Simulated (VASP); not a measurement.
Input of a VASP 6.6.1 run:

Contents of POSCAR:

```
SiC
1.0
    0.0000000000      2.2651744451      2.2651744451
    2.2651744451      0.0000000000      2.2651744451
    2.2651744451      2.2651744451      0.0000000000
Si C
1 1
Direct
    0.0000000000      0.0000000000      0.0000000000
    0.2500000000      0.2500000000      0.2500000000
```

Contents of INCAR.step1:

```
SYSTEM = SiC
ALGO     = Normal         ! electronic algorithm
EDIFF    = 1E-5           ! SCF threshold, eV
ENCUT    = 520            ! plane-wave cutoff, eV
GGA      = PE             ! functional
ISIF     = 2              ! what is computed and relaxed
ISMEAR   = 0              ! smearing method
LASPH    = .TRUE.         ! aspherical terms in the spheres
LCHARG   = .FALSE.        ! write CHGCAR
LREAL    = .FALSE.        ! projectors in reciprocal space
LWAVE    = .TRUE.         ! write WAVECAR
NBANDS   = 11             ! bands
NELM     = 80             ! most SCF steps
PREC     = Accurate       ! precision mode
SIGMA    = 0.01           ! smearing width, eV
```

Contents of INCAR.step2:

```
SYSTEM = SiC
ALGO     = Normal         ! electronic algorithm
EDIFF    = 1E-7           ! SCF threshold, eV
ENCUT    = 520            ! plane-wave cutoff, eV
GGA      = PE             ! functional
HFSCREEN = 0.2079         ! screening, 1/A
ISIF     = 2              ! what is computed and relaxed
ISMEAR   = 0              ! smearing method
ISTART   = 1            
LASPH    = .TRUE.         ! aspherical terms in the spheres
LCHARG   = .FALSE.        ! write CHGCAR
LHFCALC  = .TRUE.         ! exact exchange
LREAL    = .FALSE.        ! projectors in reciprocal space
LWAVE    = .FALSE.        ! write WAVECAR
NBANDS   = 11             ! bands
NELM     = 80             ! most SCF steps
PREC     = Accurate       ! precision mode
PRECFOCK = Normal       
SIGMA    = 0.01           ! smearing width, eV
```

KPOINTS

```
k-points
0
G
  8 8 8
  0 0 0
```

Potentials or basis: VASP PAW PBE potentials, release 64 (Si, C).

Command:

```bash
$ cat potpaw_PBE.64/Si/POTCAR potpaw_PBE.64/C/POTCAR > POTCAR
$ cp INCAR.step1 INCAR
$ mpirun -np 1 vasp_std > vasp.out
$ cp INCAR.step2 INCAR
$ mpirun -np 1 vasp_std > vasp.out
```

Q: Predict the band gap on the k mesh.

A: 2.29 eV (least direct gap 5.55 eV).

Q: Predict the pressure.

A: -22.7 GPa.

Caveat: the cell differs from its parent crystal (strain +4.0%); the cell stands under tension; the PAW data sets were made with another functional, which shifts forces and pressure a little. A k mesh can miss the band edges.
